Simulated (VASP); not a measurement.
# MgI2 in VASP: single point with PBE

Aim: the single point of MgI2 with PBE.

Everything below comes from runs of VASP 6.6.1. Logs are shortened: lines on timing, memory, paths and dates and some standing lists are left out, and cuts for length are marked.

**1. The cell of the first run**

The typed cell holds 3 atoms: a = 4.177 Å, b = 4.177 Å, c = 6.901 Å, α = 90.00°, β = 90.00°, γ = 120.00°.

**2. Single point, PBE**

INCAR

```
PREC = Accurate
ENCUT = 520
EDIFF = 1E-6
ISMEAR = -1
SIGMA = 0.0324
LREAL = False
LASPH = True
NELM = 100
ALGO = Normal
ISIF = 2
LWAVE = False
LCHARG = True
GGA = PE
LELF = True
LVHAR = True
NBANDS = 15
```

KPOINTS

```
Automatic mesh
0
Gamma
  7 7 4
```

POSCAR

```
MgI2
1.0
    4.1771460000      0.0000000000      0.0000000000
   -2.0885730000      3.6175150000      0.0000000000
    0.0000000000      0.0000000000      6.9007340000
Mg I
1 2
Direct
    0.0000000000      0.0000000000      0.0000000000
    0.3333000000      0.6667000000      0.7576300000
    0.6667000000      0.3333000000      0.2423700000
```

Potentials or basis: VASP PAW PBE potentials, release 64 (Mg, I).

On the command line:

```
$ cat potpaw_PBE.64/Mg/POTCAR potpaw_PBE.64/I/POTCAR > POTCAR
$ mpirun -np 1 vasp_std > vasp.out
```

OUTCAR:

```text
PREC = Accurate
   ENCUT = 520
   EDIFF = 1E-6
   ISMEAR = -1
   LREAL = False
   LASPH = True
   NELM = 100
   ISIF = 2
   GGA = PE

 ion  position               nearest neighbor table
   1  0.000  0.000  0.000-   2 2.93   3 2.93   3 2.93   2 2.93   3 2.93   2 2.93
   2  0.333  0.667  0.758-   1 2.93   1 2.93   1 2.93
   3  0.667  0.333  0.242-   1 2.93   1 2.93   1 2.93

  LATTYP: Found a hexagonal cell.
 ALAT       =     4.1771460000
 C/A-ratio  =     1.6520212604

  Lattice vectors:

 A1 = (   4.1771460000,   0.0000000000,   0.0000000000)
 A2 = (  -2.0885730000,   3.6175150000,   0.0000000000)
 A3 = (   0.0000000000,   0.0000000000,   6.9007340000)

Analysis of symmetry for initial positions (statically):
=====================================================================
 Subroutine PRICEL returns:
 Original cell was already a primitive cell.

 Routine SETGRP: Setting up the symmetry group for a
 hexagonal supercell.

 Subroutine GETGRP returns: Found  4 space group operations
 (whereof  4 operations were pure point group operations)
 out of a pool of 24 trial point group operations.

The static configuration has the point symmetry C_2h.

Analysis of symmetry for dynamics (positions and initial velocities):
=====================================================================
 Subroutine PRICEL returns:
 Original cell was already a primitive cell.

 Routine SETGRP: Setting up the symmetry group for a
 hexagonal supercell.

 Subroutine GETGRP returns: Found  4 space group operations
 (whereof  4 operations were pure point group operations)
 out of a pool of 24 trial point group operations.

The dynamic configuration has the point symmetry C_2h.

 Subroutine INISYM returns: Found  4 space group operations
 (whereof  4 operations are pure point group operations),
 and found     1 'primitive' translations

----------------------------------------------------------------------------------------

                                     Primitive cell

  volume of cell :     104.2762

  direct lattice vectors                    reciprocal lattice vectors
     4.177146000  0.000000000  0.000000000     0.239397905  0.138216428  0.000000000
    -2.088573000  3.617515000  0.000000000     0.000000000  0.276432855  0.000000000
     0.000000000  0.000000000  6.900734000     0.000000000  0.000000000  0.144912121

  length of vectors
     4.177146000  4.177146389  6.900734000     0.276432881  0.276432855  0.144912121

  position of ions in fractional coordinates (direct lattice)
     0.000000000  0.000000000  0.000000000
     0.333300000  0.666700000  0.757630000
     0.666700000  0.333300000  0.242370000

  ion indices of the primitive-cell ions
   primitive index   ion index
                 1           1
                 2           2
                 3           3

----------------------------------------------------------------------------------------

 KPOINTS: Automatic mesh

Automatic generation of k-mesh.
 Grid dimensions read from file:
 generate k-points for:    7    7    4

 Generating k-lattice:

  Cartesian coordinates                     Fractional coordinates (reciprocal lattice)
     0.034199701  0.019745204  0.000000000     0.142857143 -0.000000000  0.000000000
     0.000000000  0.039490408  0.000000000     0.000000000  0.142857143  0.000000000
     0.000000000  0.000000000  0.036228030     0.000000000  0.000000000  0.250000000

  Length of vectors
     0.039490412  0.039490408  0.036228030

  Shift w.r.t. Gamma in fractional coordinates (k-lattice)
     0.000000000  0.000000000  0.000000000

 Subroutine IBZKPT returns following result:
 ===========================================

 Found     60 irreducible k-points:

 Following reciprocal coordinates:
            Coordinates               Weight
  0.000000  0.000000  0.000000      1.000000
  0.142857  0.000000  0.000000      4.000000
 -0.142857  0.142857  0.000000      2.000000
  0.285714  0.000000  0.000000      4.000000
 -0.285714  0.285714  0.000000      2.000000
  0.428571  0.000000  0.000000      4.000000
[... 16 lines left out ...]
  0.000000  0.285714  0.250000      4.000000
 -0.285714  0.285714  0.250000      2.000000
 [... further k-points ...]
   k-points           NKPTS =     60   k-points in BZ     NKDIM =     60   number of bands    NBANDS=     15
   number of dos      NEDOS =    301   number of ions     NIONS =      3
   total plane-waves  NPLWV =  55296
   dimension x,y,z NGX =    32 NGY =   32 NGZ =   54
   dimension x,y,z NGXF=    64 NGYF=   64 NGZF=  108
   ions per type =               1   2
   NGX,Y,Z   is equivalent  to a cutoff of  12.74, 12.74, 13.01 a.u.
   NGXF,Y,Z  is equivalent  to a cutoff of  25.47, 25.47, 26.02 a.u.
 SYSTEM =  unknown system
   PREC   = accura    normal or accurate (medium, high low for compatibility)
   ISTART =      0    job   : 0-new  1-cont  2-samecut
   ICHARG =      2    charge: 1-file 2-atom 10-const
   ISPIN  =      1    spin polarized calculation?
   LNONCOLLINEAR =      F non collinear calculations
   LSORBIT =      F    spin-orbit coupling
   LASPH  =      T    aspherical Exc in radial PAW
   ENCUT  =  520.0 eV  38.22 Ry    6.18 a.u.   7.77  7.77 12.83*2*pi/ulx,y,z
   NELM   =    100;   NELMIN=  2; NELMDL= -5     # of ELM steps
   EDIFF  = 0.1E-05   stopping-criterion for ELM
   LREAL  =      F    real-space projection
   EDIFFG = 0.1E-04   stopping-criterion for IOM
   NSW    =      0    number of steps for IOM
   IBRION =     -1    ionic relax: 0-MD 1-quasi-New 2-CG
   NFREE  =      0    steps in history (QN), initial steepest desc. (CG)
   ISIF   =      2    stress and relaxation
   ISYM   =      2    0-nonsym 1-usesym 2-fastsym
   POTIM  = 0.5000    time-step for ionic-motion
   TEBEG  =    0.0;   TEEND  =   0.0 temperature during run
   PSTRESS=    0.0 pullay stress
   NELECT =      16.0000    total number of electrons
   NUPDOWN=      -1.0000    fix difference up-down
   EMIN   =  10.00;   EMAX   =-10.00  energy-range for DOS
   EFERMI =   0.00;   METHOD = LEGACY
   ISMEAR =    -1;   SIGMA  =   0.03  broadening in eV -4-tet -1-fermi 0-gaus
   EFERMI_NEDOS =   21; number of points for ismear=-14 and -15
   IALGO  =     38    algorithm
   IMIX   =      4    mixing-type and parameters
     AMIX     =   0.40;   BMIX     =  1.00
     AMIX_MAG =   1.60;   BMIX_MAG =  1.00
  volume/ion in A,a.u.               =      34.76       234.56
  Fermi-wavevector in a.u.,A,eV,Ry     =   0.876435  1.656222 10.451157  0.768138
  Thomas-Fermi vector in A             =   1.996245
   LORBIT       =      0    0 simple, 1 ext, 2 COOP (PROOUT), +10 PAW based schemes
   GGA     = PE    functional components
   LHFCALC =     F    Hartree Fock is set to
   AEXX    =    0.0000 exact exchange contribution
   IVDW    =     0    specifies the selected vdW correction
   LEPSILON=     F    determine dielectric tensor
   LRPA    =     F    only Hartree local field effects (RPA)
 non-spin polarized calculation
  energy-cutoff  :      520.00
  volume of cell :      104.28
 maximum number of plane-waves:      2846
   NGX = 15   NGY = 15   NGZ = 25

 number of electron      16.0000000 magnetization

 Free energy of the ion-electron system (eV)
  ---------------------------------------------------
  ext. energy  EPLUGINS =         0.00000000
  ---------------------------------------------------
  free energy    TOTEN  =        -7.70651340 eV

  energy without entropy =       -7.70651340  energy(sigma->0) =       -7.70651340

 E-fermi :   2.8483     XC(G=0):  -8.1446

 val. band max:        2.1684056565   @ k =   0.0000   0.0000   0.0000
 cond. band min:       5.6734410092   @ k =   0.4286   0.0000   0.2500
 fundamental gap:      3.5050353528
 Fermi energy:         2.8483448194

 k-point     1 :       0.0000    0.0000    0.0000
  band No.  band energies     occupation
      1      -9.8510      2.00000
      2      -9.1660      2.00000
      3      -1.3044      2.00000
      4       1.7074      2.00000
      5       1.7075      2.00000
      6       2.0772      2.00000
      7       2.0779      2.00000
      8       2.1684      2.00000
      9       5.7857      0.00000
     10       6.9151      0.00000
     11       8.8212      0.00000
     12       8.8220      0.00000
     13       9.6516      0.00000
     14      10.3005      0.00000
     15      10.3010      0.00000

 k-point     2 :       0.1429    0.0000    0.0000
  band No.  band energies     occupation
      1      -9.7498      2.00000
      2      -9.1147      2.00000
      3      -1.1635      2.00000
      4       0.9548      2.00000
      5       1.4219      2.00000
      6       1.4704      2.00000
      7       2.0453      2.00000
      8       2.0987      2.00000
      9       6.5116      0.00000
     10       7.5212      0.00000
     11       8.2467      0.00000
     12       9.1082      0.00000
     13       9.5148      0.00000
     14      10.1884      0.00000
     15      10.5988      0.00000

 k-point     3 :      -0.1429    0.1429    0.0000
  band No.  band energies     occupation
      1      -9.7498      2.00000
      2      -9.1147      2.00000
      3      -1.1635      2.00000
      4       0.9546      2.00000
      5       1.4217      2.00000
      6       1.4705      2.00000
      7       2.0456      2.00000
      8       2.0987      2.00000
      9       6.5118      0.00000
     10       7.5210      0.00000
     11       8.2472      0.00000
     12       9.1077      0.00000
     13       9.5145      0.00000
     14      10.1879      0.00000
     15      10.5990      0.00000
[... 343 lines left out ...]
 k-point    23 :       0.0000    0.2857    0.2500
  band No.  band energies     occupation
      1      -9.4438      2.00000
      2      -9.0655      2.00000
      3      -0.7652      2.00000
      4      -0.3632      2.00000
      5       0.6112      2.00000
      6       1.1425      2.00000
      7       1.7205      2.00000
      8       1.7990      2.00000
      9       6.5135      0.00000
     10       7.3734      0.00000
     11       8.6035      0.00000
     12       8.8700      0.00000
     13       9.3386      0.00000
     14      10.7393      0.00000
     15      11.4982      0.00000

 k-point    24 :      -0.2857    0.2857    0.2500
  band No.  band energies     occupation
      1      -9.4458      2.00000
      2      -9.0628      2.00000
      3      -0.9632      2.00000
      4       0.0362      2.00000
      5       0.4559      2.00000
      6       1.1504      2.00000
      7       1.6655      2.00000
      8       1.7869      2.00000
      9       6.1520      0.00000
     10       7.8617      0.00000
     11       8.5391      0.00000
     12       9.5751      0.00000
     13       9.8583      0.00000
     14       9.9438      0.00000
     15      10.8353      0.00000

 [... further k-points ...]
[... 5 lines left out ...]
  --------------------------------------------------------------------------------------
  -------------------------------------------------------------------------------------
  Total        0.3713284      0.3712724      0.5587515     -0.0000486      0.0006285     -0.0010887
  in kB        5.7053662      5.7045049      8.5850730     -0.0007471      0.0096574     -0.0167269
  external PRESSURE =       6.6649813 kB  Pullay stress =       0.0000000 kB

 VOLUME and BASIS-vectors are now :
 -----------------------------------------------------------------------------
  energy-cutoff  :      520.00
  volume of cell :      104.28
      direct lattice vectors                 reciprocal lattice vectors
     4.177146000  0.000000000  0.000000000     0.239397905  0.138216428  0.000000000
    -2.088573000  3.617515000  0.000000000     0.000000000  0.276432855  0.000000000
     0.000000000  0.000000000  6.900734000     0.000000000  0.000000000  0.144912121

 POSITION                                       TOTAL-FORCE (eV/Angst)
 -----------------------------------------------------------------------------------
      0.00000      0.00000      0.00000        -0.000000      0.000000      0.000000
     -0.00021      2.41180      5.22820         0.000388     -0.000224      0.051074
      2.08878      1.20572      1.67253        -0.000388      0.000224     -0.051074
 -----------------------------------------------------------------------------------
    total drift:                               -0.000000      0.000000      0.000000

  FREE ENERGIE OF THE ION-ELECTRON SYSTEM (eV)
  ---------------------------------------------------
  free  energy   TOTEN  =        -7.7065133969 eV

  energy  without entropy=       -7.7065133969  energy(sigma->0) =       -7.70651340
```

Run time: 2.1 min. Hardware: 1 thread of Intel Xeon 8259CL, shared host; peak memory 0.28 GiB.

Results:

```
Free energy            : -7.7065 eV
Pressure               : 0.7 GPa
Largest force          : 0.051 eV/Å
Band gap on the k mesh : 3.50 eV (least direct gap 3.62 eV)
```

Forces in eV/Å, atoms in the order of the input:
```
Mg   0.000  0.000  0.000
I    0.000  0.000  0.051
I    0.000  0.000 -0.051
```

Levels at points of the mesh, in eV from the valence-band top:
| k point | band 6 | band 7 | band 8 | band 9 | band 10 | band 11 |
| --- | --- | --- | --- | --- | --- | --- |
| (0.00, 0.00, 0.00) | -0.09 | -0.09 | 0.00 | 3.62 | 4.75 | 6.65 |
| (0.00, 0.00, 0.50) | -0.36 | -0.19 | -0.19 | 4.56 | 4.82 | 6.48 |

Caveat: spin-orbit coupling is left out, which moves the levels of the heavy elements; an odd mesh through Γ misses points on the zone boundary, where band edges can lie. Expect the measured gap to be larger: semilocal functionals such as PBE lack the derivative discontinuity.
